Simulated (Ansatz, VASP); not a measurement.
**Os: VASP beside Ansatz**

File INCAR:

```
SYSTEM = Os
  PREC = Accurate
  ENCUT = 520
  EDIFF = 1E-6
  ISMEAR = -1
  SIGMA = 0.1
  LREAL = .False.
  LASPH = .True.
  NELM = 60
  ALGO = Normal
  ISIF = 2
  LWAVE = .False.
  LCHARG = .False.
  GGA = PE
  NBANDS = 15
```

KPOINTS

```
Automatic mesh
0
Gamma
  11 11 11
  0 0 0
```

POSCAR

```
Os
1.0
    0.0000000000      2.8504551831      2.8504551831
    2.8504551831      0.0000000000      2.8504551831
    2.8504551831      2.8504551831      0.0000000000
Os
2
Direct
    0.1250000000      0.1250000000      0.1250000000
    0.8750000000      0.8750000000      0.8750000000
```

Input for Ansatz:

```yaml
crystal:
  lattice:
    - [0.0, 2.8504551831, 2.8504551831]
    - [2.8504551831, 0.0, 2.8504551831]
    - [2.8504551831, 2.8504551831, 0.0]
  atoms:
    - { symbol: Os, position: [0.125, 0.125, 0.125] }
    - { symbol: Os, position: [0.875, 0.875, 0.875] }
hamiltonian:
  xc: pbe
  pseudopotentials:
    kind: paw
    azcp:
      Os: "pseudopotentials/Os.paw.azcp"
basis:
  ecutwfc: 420
  fft_grid_basis: typed
kpoints:
  mp_grid: { grid: [11, 11, 11], shift: [0, 0, 0] }
magnetization:
  spin_polarized: false
scf:
  occupations: { method: fermi_dirac, width: 0.1 }
  lower_state_search: "off"
output:
  stress: true
  write_density: true
  write_potential: true
  elf: true
  volumetric_format: npy
```

Alike in both runs: task single point; functional PBE; k mesh 11 × 11 × 11; occupations fermi-dirac, width 0.1 eV; no spin polarisation.

|  | VASP | Ansatz |
| --- | --- | --- |
| version | VASP 6.6.1 | Ansatz 0.2.0 |
| potentials or method | VASP PAW PBE potentials, release 64 (Os), cutoff 520 eV | plane waves (420 eV) with PAW, scalar-relativistic |
| valence electrons in the cell | 16 | 32 |

Ansatz gave:

* pressure (GPa): -13.1

**Question.** Estimate VASP's values.

**Answer.** Pressure (GPa): -14.0.

The functional is the same, so the differences come from potentials, cutoffs and numerics. VASP's potentials hold 16 valence electrons a cell and Ansatz's 32, so a difference there can come from the potentials and not from the codes.

Spin-orbit coupling is off throughout.
